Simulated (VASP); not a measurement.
# Ca2BO6 (Fm-3m) in VASP: a series of runs

Ca2BO6 is run at these levels: PBE; tasks: single point.

All numbers are computed with VASP 6.6.1; they aren't measurements. Logs are shortened: lines on timing, memory, paths and dates and some standing lists are left out, and cuts for length are marked.

## Step 1: The cell of the first run

The structure is cubic, space group Fm-3m (No. 225). Conventional cell: a = 7.280 Å, b = 7.280 Å, c = 7.280 Å, α = 90.00°, β = 90.00°, γ = 90.00°. Within 3.4 Å of Ca (site symmetry -43m) lie 12 O at 2.58 Å and 4 B at 3.15 Å. Within 2.2 Å of B (site symmetry m-3m) lie 6 O at 1.64 Å. Within 2.2 Å of O (site symmetry 4mm) lie 1 B at 1.64 Å.

## Step 2: Single point, PBE, collinear spin, ferromagnetic start

Contents of INCAR:

```
SYSTEM = Ca2BO6
PREC     = Accurate       ! precision mode
ENCUT    = 520            ! plane-wave cutoff, eV
EDIFF    = 1E-6           ! SCF threshold, eV
ISMEAR   = 0              ! smearing method
SIGMA    = 0.1            ! smearing width, eV
LREAL    = .FALSE.        ! projectors in reciprocal space
LASPH    = .TRUE.         ! aspherical terms in the spheres
NELM     = 150            ! most SCF steps
ALGO     = Normal         ! electronic algorithm
ISIF     = 2              ! what is computed and relaxed
LWAVE    = .FALSE.        ! write WAVECAR
LCHARG   = .FALSE.        ! write CHGCAR
ISPIN    = 2              ! spin polarisation
MAGMOM   = 0 0 0 0.74 0.74 0.74 0.74 0.74 0.74 ! initial moments
LORBIT   = 11             ! projections on sites
GGA      = PE             ! functional
NBANDS   = 44             ! bands
```

Contents of KPOINTS:

```
Automatic mesh
0
G
  10 10 10
  0 0 0
```

Contents of POSCAR:

```
Ca2BO6
1.0
    0.0000000000      3.6400643179      3.6400643179
    3.6400643179      0.0000000000      3.6400643179
    3.6400643179      3.6400643179      0.0000000000
Ca B O
2 1 6
Direct
    0.2500000000      0.2500000000      0.2500000000
    0.7500000000      0.7500000000      0.7500000000
    0.0000000000      0.0000000000      0.0000000000
    0.7744511535      0.2255488465      0.2255488465
    0.2255488465      0.7744511535      0.2255488465
    0.2255488465      0.2255488465      0.7744511535
    0.2255488465      0.7744511535      0.7744511535
    0.7744511535      0.2255488465      0.7744511535
    0.7744511535      0.7744511535      0.2255488465
```

Potentials or basis: VASP PAW PBE potentials, release 64 (Ca_sv, B, O).

Started as:

```sh
$ cat potpaw_PBE.64/Ca_sv/POTCAR potpaw_PBE.64/B/POTCAR potpaw_PBE.64/O/POTCAR > POTCAR
$ mpirun -np 1 vasp_std > vasp.out
```

OUTCAR:

```text
SYSTEM = Ca2BO6
   PREC = Accurate
   ENCUT = 520
   EDIFF = 1E-6
   ISMEAR = 0
   LREAL = .FALSE.
   LASPH = .TRUE.
   NELM = 150
   ISIF = 2
   ISPIN = 2
   LORBIT = 11
   GGA = PE

 ion  position               nearest neighbor table
   1  0.250  0.250  0.250-
   2  0.750  0.750  0.750-
   3  0.000  0.000  0.000-   4 1.64   5 1.64   6 1.64   7 1.64   8 1.64   9 1.64
   4  0.774  0.226  0.226-   3 1.64
   5  0.226  0.774  0.226-   3 1.64
   6  0.226  0.226  0.774-   3 1.64
   7  0.226  0.774  0.774-   3 1.64
   8  0.774  0.226  0.774-   3 1.64
   9  0.774  0.774  0.226-   3 1.64

  LATTYP: Found a face centered cubic cell.
 ALAT       =     7.2801286358

  Lattice vectors:

 A1 = (   0.0000000000,   3.6400643179,   3.6400643179)
 A2 = (   3.6400643179,   0.0000000000,   3.6400643179)
 A3 = (   3.6400643179,   3.6400643179,   0.0000000000)

Analysis of symmetry for initial positions (statically):
=====================================================================
 Subroutine PRICEL returns:
 Original cell was already a primitive cell.

 Routine SETGRP: Setting up the symmetry group for a
 face centered cubic supercell.

 Subroutine GETGRP returns: Found 48 space group operations
 (whereof 48 operations were pure point group operations)
 out of a pool of 48 trial point group operations.

The static configuration has the point symmetry O_h .

Analysis of symmetry for dynamics (positions and initial velocities):
=====================================================================
 Subroutine PRICEL returns:
 Original cell was already a primitive cell.

 Routine SETGRP: Setting up the symmetry group for a
 face centered cubic supercell.

 Subroutine GETGRP returns: Found 48 space group operations
 (whereof 48 operations were pure point group operations)
 out of a pool of 48 trial point group operations.

The dynamic configuration has the point symmetry O_h .

Analysis of structural, dynamic, and magnetic symmetry:
=====================================================================
 Subroutine PRICEL returns:
 Original cell was already a primitive cell.

 Routine SETGRP: Setting up the symmetry group for a
 face centered cubic supercell.

 Subroutine GETGRP returns: Found 48 space group operations
 (whereof 48 operations were pure point group operations)
 out of a pool of 48 trial point group operations.

The overall configuration has the point symmetry O_h .

 Subroutine INISYM returns: Found 48 space group operations
 (whereof 48 operations are pure point group operations),
 and found     1 'primitive' translations

----------------------------------------------------------------------------------------

                                     Primitive cell

  volume of cell :      96.4622

  direct lattice vectors                    reciprocal lattice vectors
     0.000000000  3.640064318  3.640064318    -0.137360210  0.137360210  0.137360210
     3.640064318  0.000000000  3.640064318     0.137360210 -0.137360210  0.137360210
     3.640064318  3.640064318  0.000000000     0.137360210  0.137360210 -0.137360210

  length of vectors
     5.147828326  5.147828326  5.147828326     0.237914863  0.237914863  0.237914863

  position of ions in fractional coordinates (direct lattice)
     0.250000000  0.250000000  0.250000000
     0.750000000  0.750000000  0.750000000
     0.000000000  0.000000000  0.000000000
     0.774451154  0.225548846  0.225548846
     0.225548846  0.774451154  0.225548846
     0.225548846  0.225548846  0.774451154
     0.225548846  0.774451154  0.774451154
     0.774451154  0.225548846  0.774451154
     0.774451154  0.774451154  0.225548846

  ion indices of the primitive-cell ions
   primitive index   ion index
                 1           1
                 2           2
                 3           3
                 4           4
                 5           5
                 6           6
                 7           7
                 8           8
                 9           9

----------------------------------------------------------------------------------------

 KPOINTS: Automatic mesh

Automatic generation of k-mesh.
 Grid dimensions read from file:
 generate k-points for:   10   10   10

 Generating k-lattice:

  Cartesian coordinates                     Fractional coordinates (reciprocal lattice)
    -0.013736021  0.013736021  0.013736021     0.100000000  0.000000000  0.000000000
     0.013736021 -0.013736021  0.013736021     0.000000000  0.100000000  0.000000000
     0.013736021  0.013736021 -0.013736021     0.000000000  0.000000000  0.100000000

  Length of vectors
     0.023791486  0.023791486  0.023791486

  Shift w.r.t. Gamma in fractional coordinates (k-lattice)
     0.000000000  0.000000000  0.000000000

 Subroutine IBZKPT returns following result:
 ===========================================

 Found     47 irreducible k-points:

 Following reciprocal coordinates:
            Coordinates               Weight
  0.000000  0.000000  0.000000      1.000000
  0.100000  0.000000  0.000000      8.000000
  0.200000  0.000000  0.000000      8.000000
  0.300000  0.000000  0.000000      8.000000
  0.400000  0.000000  0.000000      8.000000
  0.500000  0.000000  0.000000      4.000000
[... 16 lines left out ...]
  0.300000  0.300000  0.000000      6.000000
  0.400000  0.300000  0.000000     24.000000
 [... further k-points ...]
   k-points           NKPTS =     47   k-points in BZ     NKDIM =     47   number of bands    NBANDS=     44
   number of dos      NEDOS =    301   number of ions     NIONS =      9
   total plane-waves  NPLWV =  64000
   dimension x,y,z NGX =    40 NGY =   40 NGZ =   40
   dimension x,y,z NGXF=    80 NGYF=   80 NGZF=   80
   ions per type =               2   1   6
   NGX,Y,Z   is equivalent  to a cutoff of  12.92, 12.92, 12.92 a.u.
   NGXF,Y,Z  is equivalent  to a cutoff of  25.84, 25.84, 25.84 a.u.
 SYSTEM =  Ca2BO6
   PREC   = accura    normal or accurate (medium, high low for compatibility)
   ISTART =      0    job   : 0-new  1-cont  2-samecut
   ICHARG =      2    charge: 1-file 2-atom 10-const
   ISPIN  =      2    spin polarized calculation?
   LNONCOLLINEAR =      F non collinear calculations
   LSORBIT =      F    spin-orbit coupling
   LASPH  =      T    aspherical Exc in radial PAW
   ENCUT  =  520.0 eV  38.22 Ry    6.18 a.u.   9.57  9.57  9.57*2*pi/ulx,y,z
   NELM   =    150;   NELMIN=  2; NELMDL= -5     # of ELM steps
   EDIFF  = 0.1E-05   stopping-criterion for ELM
   LREAL  =      F    real-space projection
   EDIFFG = 0.1E-04   stopping-criterion for IOM
   NSW    =      0    number of steps for IOM
   IBRION =     -1    ionic relax: 0-MD 1-quasi-New 2-CG
   NFREE  =      0    steps in history (QN), initial steepest desc. (CG)
   ISIF   =      2    stress and relaxation
   ISYM   =      2    0-nonsym 1-usesym 2-fastsym
   POTIM  = 0.5000    time-step for ionic-motion
   TEBEG  =    0.0;   TEEND  =   0.0 temperature during run
   PSTRESS=    0.0 pullay stress
   NELECT =      59.0000    total number of electrons
   NUPDOWN=      -1.0000    fix difference up-down
   EMIN   =  10.00;   EMAX   =-10.00  energy-range for DOS
   EFERMI =   0.00;   METHOD = LEGACY
   ISMEAR =     0;   SIGMA  =   0.10  broadening in eV -4-tet -1-fermi 0-gaus
   EFERMI_NEDOS =   21; number of points for ismear=-14 and -15
   IALGO  =     38    algorithm
   IMIX   =      4    mixing-type and parameters
     AMIX     =   0.40;   BMIX     =  1.00
     AMIX_MAG =   1.60;   BMIX_MAG =  1.00
  volume/ion in A,a.u.               =      10.72        72.33
  Fermi-wavevector in a.u.,A,eV,Ry     =   1.389653  2.626064 26.274702  1.931136
  Thomas-Fermi vector in A             =   2.513663
   LORBIT       =     11    0 simple, 1 ext, 2 COOP (PROOUT), +10 PAW based schemes
   GGA     = PE    functional components
   LHFCALC =     F    Hartree Fock is set to
   AEXX    =    0.0000 exact exchange contribution
   IVDW    =     0    specifies the selected vdW correction
   LEPSILON=     F    determine dielectric tensor
   LRPA    =     F    only Hartree local field effects (RPA)
 spin polarized calculation
 Gauss-broadening in eV      SIGMA  =   0.10
  energy-cutoff  :      520.00
  volume of cell :       96.46
 maximum number of plane-waves:      2637
 NGX is ok and might be reduce to    40
   NGX = 19   NGY = 19   NGZ = 19

 number of electron      58.9999979 magnetization       4.9999781

 Free energy of the ion-electron system (eV)
  ---------------------------------------------------
  ext. energy  EPLUGINS =         0.00000000
  ---------------------------------------------------
  free energy    TOTEN  =       -51.70384770 eV

  energy without entropy =      -51.67084063  energy(sigma->0) =      -51.68734416

 E-fermi :   2.3197     XC(G=0): -10.8257

 val. band max:        2.3161924918   @ k =   0.5000   0.3000   0.0000
 cond. band min:       2.3278144427   @ k =   0.4000   0.3000   0.0000
 fundamental gap:      0.0116219510
 Fermi energy:         2.3196816080

 spin component 1

 k-point     1 :       0.0000    0.0000    0.0000
  band No.  band energies     occupation
      1     -35.9763      1.00000
      2     -35.9310      1.00000
      3     -17.7426      1.00000
      4     -17.0882      1.00000
      5     -17.0882      1.00000
      6     -17.0882      1.00000
[... 1045 lines left out ...]
     40      10.5446      0.00000
     41      10.5451      0.00000

 [... further k-points ...]

 spin component 2

 k-point     1 :       0.0000    0.0000    0.0000
  band No.  band energies     occupation
      1     -35.9834      1.00000
      2     -35.9389      1.00000
      3     -17.0916      1.00000
      4     -17.0916      1.00000
      5     -17.0916      1.00000
      6     -16.9565      1.00000
[... 1045 lines left out ...]
     40      10.6917      0.00000
     41      10.7077      0.00000

 [... further k-points ...]

 [bands above 41 left out]

------------------------ aborting loop because EDIFF is reached ----------------------------------------

  FORCE on cell =-STRESS in cart. coord.  units (eV):
  Direction    XX          YY          ZZ          XY          YZ          ZX
  --------------------------------------------------------------------------------------
  -------------------------------------------------------------------------------------
  Total        0.2223892      0.2223892      0.2223892      0.0000000      0.0000000     -0.0000000
  in kB        3.6937464      3.6937464      3.6937464      0.0000000      0.0000000     -0.0000000
  external PRESSURE =       3.6937464 kB  Pullay stress =       0.0000000 kB

 VOLUME and BASIS-vectors are now :
 -----------------------------------------------------------------------------
  energy-cutoff  :      520.00
  volume of cell :       96.46
      direct lattice vectors                 reciprocal lattice vectors
     0.000000000  3.640064318  3.640064318    -0.137360210  0.137360210  0.137360210
     3.640064318  0.000000000  3.640064318     0.137360210 -0.137360210  0.137360210
     3.640064318  3.640064318  0.000000000     0.137360210  0.137360210 -0.137360210

 POSITION                                       TOTAL-FORCE (eV/Angst)
 -----------------------------------------------------------------------------------
      1.82003      1.82003      1.82003         0.000000      0.000000      0.000000
      5.46010      5.46010      5.46010        -0.000000     -0.000000      0.000000
      0.00000      0.00000      0.00000         0.000000      0.000000      0.000000
      1.64202      3.64006      3.64006         0.020561      0.000000      0.000000
      3.64006      1.64202      3.64006         0.000000      0.020561      0.000000
      3.64006      3.64006      1.64202         0.000000      0.000000      0.020561
      5.63810      3.64006      3.64006        -0.020561      0.000000      0.000000
      3.64006      5.63810      3.64006         0.000000     -0.020561      0.000000
      3.64006      3.64006      5.63810         0.000000      0.000000     -0.020561
 -----------------------------------------------------------------------------------
    total drift:                               -0.000000     -0.000000     -0.000000

  FREE ENERGIE OF THE ION-ELECTRON SYSTEM (eV)
  ---------------------------------------------------
  free  energy   TOTEN  =       -51.7038476953 eV

  energy  without entropy=      -51.6708406251  energy(sigma->0) =      -51.68734416

 total charge

# of ion       s       p       d       tot
------------------------------------------
    1        2.022   5.858   0.217   8.097
    2        2.022   5.858   0.217   8.097
    3        0.584   1.116   0.000   1.700
    4        1.597   3.291   0.000   4.889
    5        1.597   3.291   0.000   4.889
    6        1.597   3.291   0.000   4.889
    7        1.597   3.291   0.000   4.889
    8        1.597   3.291   0.000   4.889
    9        1.597   3.291   0.000   4.889
--------------------------------------------------
tot         14.210  32.581   0.434  47.225

 magnetization (x)

# of ion       s       p       d       tot
------------------------------------------
    1       -0.005   0.001  -0.005  -0.008
    2       -0.005   0.001  -0.005  -0.008
    3       -0.023  -0.026   0.000  -0.049
    4        0.008   0.717   0.000   0.725
    5        0.008   0.717   0.000   0.725
    6        0.008   0.717   0.000   0.725
    7        0.008   0.717   0.000   0.725
    8        0.008   0.717   0.000   0.725
    9        0.008   0.717   0.000   0.725
--------------------------------------------------
tot          0.017   4.277  -0.010   4.284
```

Wall time 3.2 min (1 thread of Intel Xeon 6975P-C (Granite Rapids), shared host); peak memory 0.47 GiB.

Results:

| Quantity | Value |
| --- | --- |
| Free energy | -51.7038 eV |
| Pressure | 0.4 GPa |
| Largest force | 0.021 eV/Å |
| Band gap on the k mesh | zero (filled and empty bands overlap) |
| Net moment | 5.00 μB per cell |
| Site moments | Ca -0.01; B -0.05; O +0.72 μB |
| Valence electrons inside the program's atomic spheres | Ca 8.10; B 1.70; O 4.89 |

Forces in eV/Å, atoms in the order of the input:
```
Ca   0.000  0.000  0.000
Ca   0.000  0.000  0.000
B    0.000  0.000  0.000
O    0.021  0.000  0.000
O    0.000  0.021  0.000
O    0.000  0.000  0.021
O   -0.021  0.000  0.000
O    0.000 -0.021  0.000
O    0.000  0.000 -0.021
```

## Step 3: Single point, PBE

This run uses another cell than the first one, of 10.03 Å³/atom, 0.936 times its volume.

Contents of INCAR:

```
ALGO = Normal
EDIFF = 1E-6
ENCUT = 520
GGA = PE
ISIF = 2
ISMEAR = 0
LASPH = T
LCHARG = F
LREAL = F
LWAVE = F
NBANDS = 40
NELM = 100
PREC = Accurate
SIGMA = 0.1
```

Contents of KPOINTS:

```
k-points
0
Gamma
  4 4 4
```

Contents of POSCAR:

```
Ca2BO6
1.0
    0.0000000000      3.5609969100      3.5609969100
    3.5609969100      0.0000000000      3.5609969100
    3.5609969100      3.5609969100      0.0000000000
Ca B O
2 1 6
Direct
    0.2500000000      0.2500000000      0.2500000000
    0.7500000000      0.7500000000      0.7500000000
    0.0000000000      0.0000000000      0.0000000000
    0.7533882000      0.2466118000      0.2466118000
    0.2466118000      0.7533882000      0.2466118000
    0.2466118000      0.2466118000      0.7533882000
    0.2466118000      0.7533882000      0.7533882000
    0.7533882000      0.2466118000      0.7533882000
    0.7533882000      0.7533882000      0.2466118000
```

Potentials or basis: VASP PAW PBE potentials, release 64 (Ca_sv, B, O).

Started as:

```sh
$ cat potpaw_PBE.64/Ca_sv/POTCAR potpaw_PBE.64/B/POTCAR potpaw_PBE.64/O/POTCAR > POTCAR
$ mpirun -np 1 vasp_std > vasp.out
```

It took 19 s on 1 thread of Intel Xeon 6975P-C (Granite Rapids), shared host; peak memory 0.24 GiB.

Results (log left out):

```yaml
Free_energy: -50.4222 eV
Pressure: -4.9 GPa
Largest_force: 1.844 eV/Å
```

Forces in eV/Å, atoms in the order of the input:
```
Ca   0.000  0.000  0.000
Ca   0.000  0.000  0.000
B    0.000  0.000  0.000
O   -1.844  0.000  0.000
O    0.000 -1.844  0.000
O    0.000  0.000 -1.844
O    1.844  0.000  0.000
O    0.000  1.844  0.000
O    0.000  0.000  1.844
```

Levels at points of the mesh, in eV from the Fermi level:
```tsv
k point	band 26	band 27	band 28	band 29	band 30	band 31	band 32	band 33	band 34	band 35
(0.00, 0.00, 0.00)	0.19	0.19	0.23	0.23	0.66	0.66	0.66	6.21	6.21	7.63
(0.50, 0.00, 0.00)	-1.45	-0.18	0.03	0.04	0.04	0.36	0.36	7.85	7.85	7.93
(0.50, 0.50, 0.00)	-1.46	-1.18	-1.18	-0.39	-0.39	0.21	0.53	8.00	8.11	8.22
```

Caveat: the k points lie up to 0.38 Å⁻¹ apart; an odd number of electrons without spin polarisation forces a metal; a magnetic or distorted state may lie lower.
